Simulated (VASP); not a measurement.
A run of VASP 6.6.1:

Contents of INCAR:

```
  PREC = Accurate
  ENCUT = 520
  EDIFF = 1E-6
  ISMEAR = 0
  SIGMA = 0.15
  LREAL = False
  LASPH = True
  NELM = 100
  ALGO = Fast
  ISIF = 2
  LWAVE = False
  LCHARG = True
  GGA = PE
  IVDW = 12
  LELF = True
  LVHAR = True
  NBANDS = 14
```

Contents of KPOINTS:

```
Automatic mesh
0
Gamma
  18 18 4
```

POSCAR

```
Al
1.0
    2.8144222650      0.0000000000      0.0000000000
   -1.4072111325      2.4373611785      0.0000000000
    0.0000000000      0.0000000000      9.2410470710
Al
4
Direct
    0.0000000000      0.0000000000      0.0000000000
    0.4769312552      0.9538625103      0.1894008065
    0.0000000000      0.0000000000      0.5000000000
    0.6666666667      0.3333333333      0.7500000000
```

Potentials or basis: VASP PAW PBE potentials, release 64 (Al).

Command:

```sh
$ cat potpaw_PBE.64/Al/POTCAR > POTCAR
$ mpirun -np 1 vasp_std > vasp.out
```

Hardware: 1 thread of Intel Xeon 6975P-C, on a shared host.

Estimate the wall time of this run.

It took 3.3 min on 1 thread of Intel Xeon 6975P-C (shared host), peak memory 0.37 GiB. Counts: scf iterations 13, k points 353.
